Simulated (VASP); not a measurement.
Here is a VASP 6.6.1 calculation.

The input INCAR:

```
SYSTEM = Si
ALGO = Normal
EDIFF = 1E-6
ENCUT = 500
GGA_COMPAT = .FALSE.
ISIF = 2
ISMEAR = 0
LASPH = .TRUE.
LCHARG = .FALSE.
LREAL = .FALSE.
LWAVE = .FALSE.
NBANDS = 16
NELM = 120
PREC = Accurate
SIGMA = 0.03
```

File KPOINTS:

```
k-points
0
G
  10 10 10
  0 0 0
```

POSCAR

```
Si
1.0
   -3.3012718576      3.3012718576      1.9083649472
    3.3012718576     -3.3012718576      1.9083649472
    3.3012718576      3.3012718576     -1.9083649472
Si
4
Direct
    0.1708111213      0.1708111213      0.3416222426
    0.8291888787      0.8291888787      0.6583777574
    0.1868755386      0.8131244614      0.0000000000
    0.8131244614      0.1868755386      0.0000000000
```

Potentials or basis: VASP PAW LDA potentials, release 64 (Si).

Command:

```sh
$ cat potpaw_LDA.64/Si/POTCAR > POTCAR
$ mpirun -np 1 vasp_std > vasp.out
```

Task: What does it give for the pressure?

Result: 0.3 GPa.

Task: Estimate the largest force.

Result: 1.349 eV/Å.

Task: Predict the band gap on the k mesh.

Result: Zero (band 8 reaches 5.80 eV, above the bottom of band 9 at 5.76 eV).

Stress tensor (GPa, compression positive):
```
-0.24 -2.23  0.00
-2.23 -0.24  0.00
 0.00  0.00  1.50
```

Caveat: the cell differs from its parent crystal (mode 8 (404.8 1/cm) frozen in, largest displacement +0.075 Å); forces of over 1 eV/Å act on the atoms, so gaps and moduli don't describe the material at rest.
